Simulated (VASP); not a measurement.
Write the native input for VASP 6.6.1 that does the following.

- Task: electric field gradients
- Functional: PBE
- Potentials or basis: VASP PAW PBE potentials, release 64 (P)
- Cutoff: 520 eV
- k mesh: 15 × 15 × 8
- Occupations: fermi-dirac, width 0.05 eV
- Spin: no spin polarisation
- Dipole correction: no
- Further INCAR settings: ALGO = Normal; EDIFF = 1e-08; NBANDS = 12

The structure of P lies in POSCAR:

```
P
1.0
    2.7053825644      0.0000000000      0.0000000000
   -1.3526912822      2.3429300278      0.0000000000
    0.0000000000      0.0000000000      4.5876880062
P
2
Direct
    0.3333333333      0.6666666667      0.2500000000
    0.6666666667      0.3333333333      0.7500000000
```

This isn't the form of P at room conditions, which is orthorhombic.

The input as run:

INCAR

```
SYSTEM = P
ALGO     = Normal         ! electronic algorithm
EDIFF    = 1E-8           ! SCF threshold, eV
ENCUT    = 520            ! plane-wave cutoff, eV
GGA      = PE             ! functional
ISIF     = 2              ! what is computed and relaxed
ISMEAR   = -1             ! smearing method
LASPH    = .True.         ! aspherical terms in the spheres
LCHARG   = .False.        ! write CHGCAR
LEFG     = .True.       
LREAL    = .False.        ! projectors in reciprocal space
LWAVE    = .False.        ! write WAVECAR
NBANDS   = 12             ! bands
NELM     = 60             ! most SCF steps
PREC     = Accurate       ! precision mode
SIGMA    = 0.05           ! smearing width, eV
```

KPOINTS

```
k-points
0
Gamma
  15 15 8
  0 0 0
```

Potentials or basis: VASP PAW PBE potentials, release 64 (P).

Run with:

```console
$ cat potpaw_PBE.64/P/POTCAR > POTCAR
$ mpirun -np 1 vasp_std > vasp.out
```

It gave:

The pressure is -0.2 GPa. The band gap on the k mesh is zero (bands 5 and 6 overlap by 10.82 eV) and the largest electric field gradient by atom is P -1.2 V/Å².

Caveat: without QUAD_EFG the Cq values of the log hold for a quadrupole moment of 1 mb, not for the nuclei.

Run time: 15 s on 1 thread of Intel(R) Xeon(R) 6975P-C (Granite Rapids) (shared host), peak memory 0.15 GiB.
